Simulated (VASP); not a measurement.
# GaP (F-43m) in VASP: single point with LDA

Aim: the single point of GaP with LDA.

Everything below comes from runs of VASP 6.6.1. Logs are shortened: lines on timing, memory, paths and dates and some standing lists are left out, and cuts for length are marked.

### Step 1. The cell of the first run

It takes space group F-43m (No. 216, cubic). Conventional cell: a = 5.451 Å, b = 5.451 Å, c = 5.451 Å, α = 90.00°, β = 90.00°, γ = 90.00°. Ga (site symmetry -43m) has 4 P at 2.36 Å within 3.1 Å. Within 3.1 Å of P (site symmetry -43m) lie 4 Ga at 2.36 Å.

### Step 2. Single point, LDA

Input file INCAR:

```
PREC = Accurate
ENCUT = 500
EDIFF = 1E-6
ISMEAR = -1
SIGMA = 0.05
LREAL = F
LASPH = T
NELM = 120
ALGO = Normal
ISIF = 2
LWAVE = F
LCHARG = F
NBANDS = 86
GGA_COMPAT = F
```

Input file KPOINTS:

```
regular mesh
0
Gamma
  2 2 2
```

Input file POSCAR:

```
GaP
1.0
    0.0000000000      5.4505000000      5.4505000000
    5.4505000000      0.0000000000      5.4505000000
    5.4505000000      5.4505000000      0.0000000000
Ga P
8 8
Direct
    0.0000000000      0.0000000000      0.0000000000
    0.0000000000      0.0000000000      0.5000000000
    0.0000000000      0.5000000000      0.0000000000
    0.0000000000      0.5000000000      0.5000000000
    0.5000000000      0.0000000000      0.0000000000
    0.5000000000      0.0000000000      0.5000000000
    0.5000000000      0.5000000000      0.0000000000
    0.5000000000      0.5000000000      0.5000000000
    0.1250000000      0.1250000000      0.1250000000
    0.1250000000      0.1250000000      0.6250000000
    0.1250000000      0.6250000000      0.1250000000
    0.1250000000      0.6250000000      0.6250000000
    0.6250000000      0.1250000000      0.1250000000
    0.6250000000      0.1250000000      0.6250000000
    0.6250000000      0.6250000000      0.1250000000
    0.6250000000      0.6250000000      0.6250000000
```

Potentials or basis: VASP PAW LDA potentials, release 64 (Ga_d, P).

The run is started by

```bash
$ cat potpaw_LDA.64/Ga_d/POTCAR potpaw_LDA.64/P/POTCAR > POTCAR
$ mpirun -np 1 vasp_std > vasp.out
```

OUTCAR:

```text
PREC = Accurate
   ENCUT = 500
   EDIFF = 1E-6
   ISMEAR = -1
   LREAL = F
   LASPH = T
   NELM = 120
   ISIF = 2

 ion  position               nearest neighbor table
   1  0.000  0.000  0.000-   9 2.36  10 2.36  11 2.36  13 2.36
   2  0.000  0.000  0.500-  10 2.36   9 2.36  12 2.36  14 2.36
   3  0.000  0.500  0.000-  11 2.36   9 2.36  12 2.36  15 2.36
   4  0.000  0.500  0.500-  12 2.36  11 2.36  10 2.36  16 2.36
   5  0.500  0.000  0.000-  13 2.36   9 2.36  14 2.36  15 2.36
   6  0.500  0.000  0.500-  14 2.36  13 2.36  10 2.36  16 2.36
[... 8 lines left out ...]
  15  0.625  0.625  0.125-   7 2.36   5 2.36   3 2.36   8 2.36
  16  0.625  0.625  0.625-   8 2.36   6 2.36   7 2.36   4 2.36

  LATTYP: Found a face centered cubic cell.
 ALAT       =    10.9010000000

  Lattice vectors:

 A1 = (   0.0000000000,   5.4505000000,   5.4505000000)
 A2 = (   5.4505000000,   0.0000000000,   5.4505000000)
 A3 = (   5.4505000000,   5.4505000000,   0.0000000000)

Analysis of symmetry for initial positions (statically):
=====================================================================
 Subroutine PRICEL returns following result:

  LATTYP: Found a face centered cubic cell.
 ALAT       =     5.4505000000

  Lattice vectors:

 A1 = (   0.0000000000,   2.7252500000,   2.7252500000)
 A2 = (   2.7252500000,   0.0000000000,   2.7252500000)
 A3 = (   2.7252500000,   2.7252500000,   0.0000000000)

   8 primitive cells build up your supercell.

 Routine SETGRP: Setting up the symmetry group for a
 face centered cubic supercell.

 Subroutine GETGRP returns: Found 24 space group operations
 (whereof 24 operations were pure point group operations)
 out of a pool of 48 trial point group operations.

The static configuration has the point symmetry T_d .

Analysis of symmetry for dynamics (positions and initial velocities):
=====================================================================
 Subroutine PRICEL returns following result:

  LATTYP: Found a face centered cubic cell.
 ALAT       =     5.4505000000

  Lattice vectors:

 A1 = (   0.0000000000,   2.7252500000,   2.7252500000)
 A2 = (   2.7252500000,   0.0000000000,   2.7252500000)
 A3 = (   2.7252500000,   2.7252500000,   0.0000000000)

   8 primitive cells build up your supercell.

 Routine SETGRP: Setting up the symmetry group for a
 face centered cubic supercell.

 Subroutine GETGRP returns: Found 24 space group operations
 (whereof 24 operations were pure point group operations)
 out of a pool of 48 trial point group operations.

The dynamic configuration has the point symmetry T_d .

 Subroutine INISYM returns: Found 24 space group operations
 (whereof 24 operations are pure point group operations),
 and found     8 'primitive' translations

----------------------------------------------------------------------------------------

                                     Primitive cell

  volume of cell :      40.4808

  direct lattice vectors                    reciprocal lattice vectors
     0.000000000  2.725250000  2.725250000    -0.183469406  0.183469406  0.183469406
     2.725250000  0.000000000  2.725250000     0.183469406 -0.183469406  0.183469406
     2.725250000  2.725250000  0.000000000     0.183469406  0.183469406 -0.183469406

  length of vectors
     3.854085511  3.854085511  3.854085511     0.317778334  0.317778334  0.317778334

  position of ions in fractional coordinates (direct lattice)
     0.000000000  0.000000000  0.000000000
     0.250000000  0.250000000  0.250000000

  ion indices of the primitive-cell ions
   primitive index   ion index
                 1           1
                 2           9

----------------------------------------------------------------------------------------

 KPOINTS: regular mesh

Automatic generation of k-mesh.
 Grid dimensions read from file:
 generate k-points for:    2    2    2

 Generating k-lattice:

  Cartesian coordinates                     Fractional coordinates (reciprocal lattice)
    -0.045867352  0.045867352  0.045867352     0.500000000  0.000000000  0.000000000
     0.045867352 -0.045867352  0.045867352     0.000000000  0.500000000  0.000000000
     0.045867352  0.045867352 -0.045867352     0.000000000  0.000000000  0.500000000

  Length of vectors
     0.079444583  0.079444583  0.079444583

  Shift w.r.t. Gamma in fractional coordinates (k-lattice)
     0.000000000  0.000000000  0.000000000

 Subroutine IBZKPT returns following result:
 ===========================================

 Found      3 irreducible k-points:

 Following reciprocal coordinates:
            Coordinates               Weight
  0.000000  0.000000  0.000000      1.000000
  0.500000  0.000000  0.000000      4.000000
  0.500000  0.500000  0.000000      3.000000
   k-points           NKPTS =      3   k-points in BZ     NKDIM =      3   number of bands    NBANDS=     86
   number of dos      NEDOS =    301   number of ions     NIONS =     16
   total plane-waves  NPLWV = 175616
   dimension x,y,z NGX =    56 NGY =   56 NGZ =   56
   dimension x,y,z NGXF=   112 NGYF=  112 NGZF=  112
   ions per type =               8   8
   NGX,Y,Z   is equivalent  to a cutoff of  12.08, 12.08, 12.08 a.u.
   NGXF,Y,Z  is equivalent  to a cutoff of  24.16, 24.16, 24.16 a.u.
 SYSTEM =  unknown system
   PREC   = accura    normal or accurate (medium, high low for compatibility)
   ISTART =      0    job   : 0-new  1-cont  2-samecut
   ICHARG =      2    charge: 1-file 2-atom 10-const
   ISPIN  =      1    spin polarized calculation?
   LNONCOLLINEAR =      F non collinear calculations
   LSORBIT =      F    spin-orbit coupling
   LASPH  =      T    aspherical Exc in radial PAW
   ENCUT  =  500.0 eV  36.75 Ry    6.06 a.u.  14.05 14.05 14.05*2*pi/ulx,y,z
   NELM   =    120;   NELMIN=  2; NELMDL= -5     # of ELM steps
   EDIFF  = 0.1E-05   stopping-criterion for ELM
   LREAL  =      F    real-space projection
   EDIFFG = 0.1E-04   stopping-criterion for IOM
   NSW    =      0    number of steps for IOM
   IBRION =     -1    ionic relax: 0-MD 1-quasi-New 2-CG
   NFREE  =      0    steps in history (QN), initial steepest desc. (CG)
   ISIF   =      2    stress and relaxation
   ISYM   =      2    0-nonsym 1-usesym 2-fastsym
   POTIM  = 0.5000    time-step for ionic-motion
   TEBEG  =    0.0;   TEEND  =   0.0 temperature during run
   PSTRESS=    0.0 pullay stress
   NELECT =     144.0000    total number of electrons
   NUPDOWN=      -1.0000    fix difference up-down
   EMIN   =  10.00;   EMAX   =-10.00  energy-range for DOS
   EFERMI =   0.00;   METHOD = LEGACY
   ISMEAR =    -1;   SIGMA  =   0.05  broadening in eV -4-tet -1-fermi 0-gaus
   EFERMI_NEDOS =   21; number of points for ismear=-14 and -15
   IALGO  =     38    algorithm
   IMIX   =      4    mixing-type and parameters
     AMIX     =   0.40;   BMIX     =  1.00
     AMIX_MAG =   1.60;   BMIX_MAG =  1.00
  volume/ion in A,a.u.               =      20.24       136.59
  Fermi-wavevector in a.u.,A,eV,Ry     =   1.249538  2.361284 21.243377  1.561344
  Thomas-Fermi vector in A             =   2.383574
   LORBIT       =      0    0 simple, 1 ext, 2 COOP (PROOUT), +10 PAW based schemes
   GGA     = CA    functional components
   LHFCALC =     F    Hartree Fock is set to
   AEXX    =    0.0000 exact exchange contribution
   IVDW    =     0    specifies the selected vdW correction
   LEPSILON=     F    determine dielectric tensor
   LRPA    =     F    only Hartree local field effects (RPA)
 non-spin polarized calculation
  energy-cutoff  :      500.00
  volume of cell :      323.85
 maximum number of plane-waves:      8291
   NGX = 29   NGY = 29   NGZ = 29

 number of electron     144.0000129 magnetization

 Free energy of the ion-electron system (eV)
  ---------------------------------------------------
  ext. energy  EPLUGINS =         0.00000000
  ---------------------------------------------------
  free energy    TOTEN  =       -82.31274710 eV

  energy without entropy =      -82.31274637  energy(sigma->0) =      -82.31274674

 E-fermi :   5.2687     XC(G=0): -10.1515

 val. band max:        4.5541974232   @ k =   0.0000   0.0000   0.0000
 cond. band min:       6.0106211717   @ k =   0.0000   0.0000   0.0000
 fundamental gap:      1.4564237485
 Fermi energy:         5.2686881545

 k-point     1 :       0.0000    0.0000    0.0000
  band No.  band energies     occupation
      1     -10.3111      2.00000
      2     -10.3111      2.00000
      3     -10.3111      2.00000
      4     -10.2757      2.00000
      5     -10.2757      2.00000
      6     -10.2757      2.00000
[... 76 lines left out ...]
     83       6.2048      0.00000
     84       8.3115      0.00000

 k-point     2 :       0.5000    0.0000    0.0000
  band No.  band energies     occupation
      1     -10.2867      2.00000
      2     -10.2867      2.00000
      3     -10.2867      2.00000
      4     -10.2867      2.00000
      5     -10.2867      2.00000
      6     -10.2867      2.00000
[... 76 lines left out ...]
     83       9.1800      0.00000
     84       9.1813      0.00000

 k-point     3 :       0.5000    0.5000    0.0000
  band No.  band energies     occupation
      1     -10.2912      2.00000
      2     -10.2912      2.00000
      3     -10.2703      2.00000
      4     -10.2703      2.00000
      5     -10.2703      2.00000
      6     -10.2703      2.00000
[... 76 lines left out ...]
     83       9.3163      0.00000
     84       9.3165      0.00000
 [bands above 84 left out]

------------------------ aborting loop because EDIFF is reached ----------------------------------------

  FORCE on cell =-STRESS in cart. coord.  units (eV):
  Direction    XX          YY          ZZ          XY          YZ          ZX
  --------------------------------------------------------------------------------------
  -------------------------------------------------------------------------------------
  Total       -4.5809863     -4.5809863     -4.5809863      0.0000000      0.0000000      0.0000000
  in kB      -22.6636863    -22.6636863    -22.6636863      0.0000000      0.0000000      0.0000000
  external PRESSURE =     -22.6636863 kB  Pullay stress =       0.0000000 kB

 VOLUME and BASIS-vectors are now :
 -----------------------------------------------------------------------------
  energy-cutoff  :      500.00
  volume of cell :      323.85
      direct lattice vectors                 reciprocal lattice vectors
     0.000000000  5.450500000  5.450500000    -0.091734703  0.091734703  0.091734703
     5.450500000  0.000000000  5.450500000     0.091734703 -0.091734703  0.091734703
     5.450500000  5.450500000  0.000000000     0.091734703  0.091734703 -0.091734703

 POSITION                                       TOTAL-FORCE (eV/Angst)
 -----------------------------------------------------------------------------------
      0.00000      0.00000      0.00000         0.000000      0.000000      0.000000
      2.72525      2.72525      0.00000         0.000000      0.000000      0.000000
      2.72525      0.00000      2.72525         0.000000      0.000000      0.000000
      5.45050      2.72525      2.72525         0.000000      0.000000      0.000000
      0.00000      2.72525      2.72525         0.000000      0.000000      0.000000
      2.72525      5.45050      2.72525         0.000000      0.000000      0.000000
[... 8 lines left out ...]
      4.08787      4.08787      6.81312        -0.000000     -0.000000     -0.000000
      6.81312      6.81312      6.81312        -0.000000     -0.000000     -0.000000
 -----------------------------------------------------------------------------------
    total drift:                                0.000004      0.000004      0.000004

  FREE ENERGIE OF THE ION-ELECTRON SYSTEM (eV)
  ---------------------------------------------------
  free  energy   TOTEN  =       -82.3127471038 eV

  energy  without entropy=      -82.3127463697  energy(sigma->0) =      -82.31274674
```

Run time: 77 s. Hardware: 1 thread of AMD EPYC 9R45 (Zen 5), shared host; peak memory 0.3 GiB.

Results:

```
Free energy            : -82.3127 eV
Pressure               : -2.3 GPa
Band gap on the k mesh : 1.46 eV
```

Levels at points of the mesh, in eV from the valence-band top:
```
           k point  band 68  band 69  band 70  band 71  band 72  band 73  band 74  band 75  band 76  band 77
(0.00, 0.00, 0.00)    -1.14    -1.14     0.00     0.00     0.00     1.46     1.46     1.46     1.49     1.49
(0.50, 0.00, 0.00)    -2.07    -0.68    -0.68    -0.68    -0.68     1.98     1.98     2.29     2.29     2.29
(0.50, 0.50, 0.00)    -1.71    -1.22    -1.22    -1.22    -1.22     2.01     2.01     3.01     3.01     3.01
```

Caveat: the k points lie up to 0.50 Å⁻¹ apart.
